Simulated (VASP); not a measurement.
# Al (Fd-3m) in VASP: notebook, part 2 of 2

VASP 6.6.1. The steps go on from the part before.

## Step 3: Relaxation of cell and atoms, LDA

File INCAR:

```
SYSTEM = Al
ALGO     = Normal         ! electronic algorithm
EDIFF    = 1E-6           ! SCF threshold, eV
EDIFFG   = -0.03          ! ionic threshold
ENCUT    = 600            ! plane-wave cutoff, eV
GGA      = CA             ! functional
IBRION   = 2              ! ionic algorithm
ISIF     = 3              ! what is computed and relaxed
ISMEAR   = -1             ! smearing method
LASPH    = .True.         ! aspherical terms in the spheres
LCHARG   = .False.        ! write CHGCAR
LREAL    = .False.        ! projectors in reciprocal space
LWAVE    = .False.        ! write WAVECAR
NELM     = 80             ! most SCF steps
NSW      = 60             ! ionic steps
PREC     = Accurate       ! precision mode
SIGMA    = 0.1            ! smearing width, eV
```

File KPOINTS:

```
k-points
0
Gamma
  8 8 8
  0 0 0
```

File POSCAR:

```
Al
1.0
    0.0000000000      2.9750815209      2.9750815209
    2.9750815209      0.0000000000      2.9750815209
    2.9750815209      2.9750815209      0.0000000000
Al
2
Direct
    1.0000000000      1.0000000000      1.0000000000
    0.2500000000      0.2500000000      0.2500000000
```

Potentials or basis: VASP PAW LDA potentials, release 64 (Al).

Started as:

```bash
$ cat potpaw_LDA.64/Al/POTCAR > POTCAR
$ mpirun -np 1 vasp_std > vasp.out
```

OUTCAR:

```text
SYSTEM = Al
   EDIFF = 1E-6
   EDIFFG = -0.03
   ENCUT = 600
   GGA = CA
   IBRION = 2
   ISIF = 3
   ISMEAR = -1
   LASPH = .True.
   LREAL = .False.
   NELM = 80
   NSW = 60
   PREC = Accurate

 ion  position               nearest neighbor table
   1  0.000  0.000  0.000-   2 2.58   2 2.58   2 2.58   2 2.58
   2  0.250  0.250  0.250-   1 2.58   1 2.58   1 2.58   1 2.58

  LATTYP: Found a face centered cubic cell.
 ALAT       =     5.9501630418

  Lattice vectors:

 A1 = (   0.0000000000,   2.9750815209,   2.9750815209)
 A2 = (   2.9750815209,   0.0000000000,   2.9750815209)
 A3 = (   2.9750815209,   2.9750815209,   0.0000000000)

Analysis of symmetry for initial positions (statically):
=====================================================================
 Subroutine PRICEL returns:
 Original cell was already a primitive cell.

 Routine SETGRP: Setting up the symmetry group for a
 face centered cubic supercell.

 Subroutine GETGRP returns: Found 48 space group operations
 (whereof 24 operations were pure point group operations)
 out of a pool of 48 trial point group operations.

The static configuration has the point symmetry T_d .
 The point group associated with its full space group is O_h .

Analysis of symmetry for dynamics (positions and initial velocities):
=====================================================================
 Subroutine PRICEL returns:
 Original cell was already a primitive cell.

 Routine SETGRP: Setting up the symmetry group for a
 face centered cubic supercell.

 Subroutine GETGRP returns: Found 48 space group operations
 (whereof 24 operations were pure point group operations)
 out of a pool of 48 trial point group operations.

The dynamic configuration has the point symmetry T_d .
 The point group associated with its full space group is O_h .

 Subroutine INISYM returns: Found 48 space group operations
 (whereof 24 operations are pure point group operations),
 and found     1 'primitive' translations

----------------------------------------------------------------------------------------

                                     Primitive cell

  volume of cell :      52.6655

  direct lattice vectors                    reciprocal lattice vectors
     0.000000000  2.975081521  2.975081521    -0.168062622  0.168062622  0.168062622
     2.975081521  0.000000000  2.975081521     0.168062622 -0.168062622  0.168062622
     2.975081521  2.975081521  0.000000000     0.168062622  0.168062622 -0.168062622

  length of vectors
     4.207400636  4.207400636  4.207400636     0.291093000  0.291093000  0.291093000

  position of ions in fractional coordinates (direct lattice)
     0.000000000  0.000000000  0.000000000
     0.250000000  0.250000000  0.250000000

  ion indices of the primitive-cell ions
   primitive index   ion index
                 1           1
                 2           2

----------------------------------------------------------------------------------------

 KPOINTS: k-points

Automatic generation of k-mesh.
 Grid dimensions read from file:
 generate k-points for:    8    8    8

 Generating k-lattice:

  Cartesian coordinates                     Fractional coordinates (reciprocal lattice)
    -0.021007828  0.021007828  0.021007828     0.125000000  0.000000000  0.000000000
     0.021007828 -0.021007828  0.021007828     0.000000000  0.125000000  0.000000000
     0.021007828  0.021007828 -0.021007828     0.000000000  0.000000000  0.125000000

  Length of vectors
     0.036386625  0.036386625  0.036386625

  Shift w.r.t. Gamma in fractional coordinates (k-lattice)
     0.000000000  0.000000000  0.000000000

 Subroutine IBZKPT returns following result:
 ===========================================

 Found     29 irreducible k-points:

 Following reciprocal coordinates:
            Coordinates               Weight
  0.000000  0.000000  0.000000      1.000000
  0.125000  0.000000  0.000000      8.000000
  0.250000  0.000000  0.000000      8.000000
  0.375000  0.000000  0.000000      8.000000
  0.500000  0.000000  0.000000      4.000000
  0.125000  0.125000  0.000000      6.000000
[... 16 lines left out ...]
  0.500000  0.250000  0.125000     48.000000
 -0.375000  0.250000  0.125000     24.000000
 [... further k-points ...]
   k-points           NKPTS =     29   k-points in BZ     NKDIM =     29   number of bands    NBANDS=      7
   number of dos      NEDOS =    301   number of ions     NIONS =      2
   total plane-waves  NPLWV =  46656
   dimension x,y,z NGX =    36 NGY =   36 NGZ =   36
   dimension x,y,z NGXF=    72 NGYF=   72 NGZF=   72
   ions per type =               2
   NGX,Y,Z   is equivalent  to a cutoff of  14.22, 14.22, 14.22 a.u.
   NGXF,Y,Z  is equivalent  to a cutoff of  28.45, 28.45, 28.45 a.u.
 SYSTEM =  Al
   PREC   = accura    normal or accurate (medium, high low for compatibility)
   ISTART =      0    job   : 0-new  1-cont  2-samecut
   ICHARG =      2    charge: 1-file 2-atom 10-const
   ISPIN  =      1    spin polarized calculation?
   LNONCOLLINEAR =      F non collinear calculations
   LSORBIT =      F    spin-orbit coupling
   LASPH  =      T    aspherical Exc in radial PAW
   ENCUT  =  600.0 eV  44.10 Ry    6.64 a.u.   8.40  8.40  8.40*2*pi/ulx,y,z
   NELM   =     80;   NELMIN=  2; NELMDL= -5     # of ELM steps
   EDIFF  = 0.1E-05   stopping-criterion for ELM
   LREAL  =      F    real-space projection
   EDIFFG = -.3E-01   stopping-criterion for IOM
   NSW    =     60    number of steps for IOM
   IBRION =      2    ionic relax: 0-MD 1-quasi-New 2-CG
   NFREE  =      1    steps in history (QN), initial steepest desc. (CG)
   ISIF   =      3    stress and relaxation
   ISYM   =      2    0-nonsym 1-usesym 2-fastsym
   POTIM  = 0.5000    time-step for ionic-motion
   TEBEG  =    0.0;   TEEND  =   0.0 temperature during run
   PSTRESS=    0.0 pullay stress
   NELECT =       6.0000    total number of electrons
   NUPDOWN=      -1.0000    fix difference up-down
   EMIN   =  10.00;   EMAX   =-10.00  energy-range for DOS
   EFERMI =   0.00;   METHOD = LEGACY
   ISMEAR =    -1;   SIGMA  =   0.10  broadening in eV -4-tet -1-fermi 0-gaus
   EFERMI_NEDOS =   21; number of points for ismear=-14 and -15
   IALGO  =     38    algorithm
   IMIX   =      4    mixing-type and parameters
     AMIX     =   0.40;   BMIX     =  1.00
     AMIX_MAG =   1.60;   BMIX_MAG =  1.00
  volume/ion in A,a.u.               =      26.33       177.70
  Fermi-wavevector in a.u.,A,eV,Ry     =   0.793627  1.499737  8.569543  0.629844
  Thomas-Fermi vector in A             =   1.899600
   LORBIT       =      0    0 simple, 1 ext, 2 COOP (PROOUT), +10 PAW based schemes
   GGA     = CA    functional components
   LHFCALC =     F    Hartree Fock is set to
   AEXX    =    0.0000 exact exchange contribution
   IVDW    =     0    specifies the selected vdW correction
   LEPSILON=     F    determine dielectric tensor
   LRPA    =     F    only Hartree local field effects (RPA)
 conjugate gradient relaxation of ions
 non-spin polarized calculation
  energy-cutoff  :      600.00
  volume of cell :       52.67
 maximum number of plane-waves:      1807
 NGX is ok and might be reduce to    36
   NGX = 17   NGY = 17   NGZ = 17

 number of electron       6.0000000 magnetization

 Free energy of the ion-electron system (eV)
  ---------------------------------------------------
  ext. energy  EPLUGINS =         0.00000000
  ---------------------------------------------------
  free energy    TOTEN  =        -6.79763692 eV

  energy without entropy =       -6.74737649  energy(sigma->0) =       -6.77250671

 E-fermi :   2.9311     XC(G=0):  -8.4521

 val. band max:        2.9024093164   @ k =  -0.3750   0.3750   0.0000
 cond. band min:       2.9692119594   @ k =  -0.2500   0.1250   0.0000
 fundamental gap:      0.0668026430
 Fermi energy:         2.9310856110

 k-point     1 :       0.0000    0.0000    0.0000
  band No.  band energies     occupation
      1      -5.1307      2.00000
      2       5.1045      0.00000
      3       5.1045      0.00000
      4       5.1045      0.00000
      5       6.9489      0.00000
      6       6.9489      0.00000
      7       6.9489      0.00000
[... 221 lines left out ...]
 k-point    24 :      -0.3750    0.2500    0.1250
  band No.  band energies     occupation
      1      -2.5579      2.00000
      2      -0.7784      2.00000
      3       1.9700      1.99987
      4       3.0813      0.36426
      5       7.1246      0.00000
      6       7.3639      0.00000
      7       9.7533      0.00000

 [... further k-points ...]
[... 5 lines left out ...]
  --------------------------------------------------------------------------------------
  -------------------------------------------------------------------------------------
  Total        0.0195368      0.0195368      0.0195368     -0.0000000      0.0000000      0.0000000
  in kB        0.5943435      0.5943435      0.5943435     -0.0000000      0.0000000      0.0000000
  external PRESSURE =       0.5943435 kB  Pullay stress =       0.0000000 kB

 VOLUME and BASIS-vectors are now :
 -----------------------------------------------------------------------------
  energy-cutoff  :      600.00
  volume of cell :       52.67
      direct lattice vectors                 reciprocal lattice vectors
     0.000000000  2.975081521  2.975081521    -0.168062622  0.168062622  0.168062622
     2.975081521  0.000000000  2.975081521     0.168062622 -0.168062622  0.168062622
     2.975081521  2.975081521  0.000000000     0.168062622  0.168062622 -0.168062622

 POSITION                                       TOTAL-FORCE (eV/Angst)
 -----------------------------------------------------------------------------------
      0.00000      0.00000      0.00000         0.000000      0.000000      0.000000
      1.48754      1.48754      1.48754        -0.000000     -0.000000     -0.000000
 -----------------------------------------------------------------------------------
    total drift:                                0.000000      0.000000     -0.000000

  FREE ENERGIE OF THE ION-ELECTRON SYSTEM (eV)
  ---------------------------------------------------
  free  energy   TOTEN  =        -6.7976369237 eV

  energy  without entropy=       -6.7473764949  energy(sigma->0) =       -6.77250671

 reached required accuracy - stopping structural energy minimisation
```

Run time: 7.9 s. Hardware: 1 thread of Intel Xeon Platinum 8259CL at 2.50GHz (Skylake/Cascade Lake), shared host; peak memory 0.16 GiB.

What came out:

```
Free energy             : -6.7976 eV
Pressure after relaxing : 0.1 GPa
Band gap on the k mesh  : zero (band 3 reaches 5.10 eV, above the bottom of band 4 at 1.46 eV)
```

Final structure:
```
CELL_PARAMETERS angstrom
0.00000 2.97508 2.97508
2.97508 0.00000 2.97508
2.97508 2.97508 0.00000
ATOMIC_POSITIONS crystal
Al 0.00000 0.00000 0.00000
Al 0.25000 0.25000 0.25000
```

Levels at points of the mesh, in eV from the Fermi level:
```csv
k point,band 1,band 2,band 3,band 4,band 5,band 6
"(0.00, 0.00, 0.00)",-8.06,2.17,2.17,2.17,4.02,4.02
"(0.50, 0.00, 0.00)",-5.96,-3.97,1.13,1.13,3.33,4.43
"(0.50, 0.50, 0.00)",-4.43,-4.43,-0.41,-0.41,2.07,2.07
```

Caveat: the relaxation stopped at its first step, so nothing moved.
